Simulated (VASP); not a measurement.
A run of VASP 6.6.1 is set up as follows.

Contents of INCAR:

```
SYSTEM = NaH
ALGO = Normal ; EDIFF = 1E-6
ENCUT = 500 ; GGA = PE
GGA_COMPAT = .FALSE. ; ISIF = 2
ISMEAR = 0 ; LASPH = .TRUE.
LCHARG = .FALSE. ; LREAL = .FALSE.
LWAVE = .FALSE. ; NBANDS = 26
NELM = 120 ; PREC = Accurate
SIGMA = 0.02
```

The input KPOINTS:

```
k-points
0
G
  12 12 2
  0 0 0
```

POSCAR

```
NaH
1.0
    3.2699149180      0.0000000000      0.0000000000
   -1.6349574590      2.8318293872      0.0000000000
    0.0000000000      0.0000000000     11.1498286892
Na H
4 4
Direct
    0.6666666667      0.3333333333      0.8778758272
    0.3333333333      0.6666666667      0.1221241728
    0.3333333333      0.6666666667      0.3778758272
    0.6666666667      0.3333333333      0.6221241728
    0.0000000000      0.0000000000      0.0000000000
    0.0000000000      0.0000000000      0.5000000000
    0.6666666667      0.3333333333      0.2500000000
    0.3333333333      0.6666666667      0.7500000000
```

Potentials or basis: VASP PAW PBE potentials, release 64 (Na_pv, H).

Command:

```sh
$ cat potpaw_PBE.64/Na_pv/POTCAR potpaw_PBE.64/H/POTCAR > POTCAR
$ mpirun -np 1 vasp_std > vasp.out
```

Q: Estimate the pressure.

A: 2.5 GPa.

Q: Estimate the band gap on the k mesh.

A: 3.68 eV, indirect (least direct gap 4.36 eV).

 A k mesh can miss the band edges.
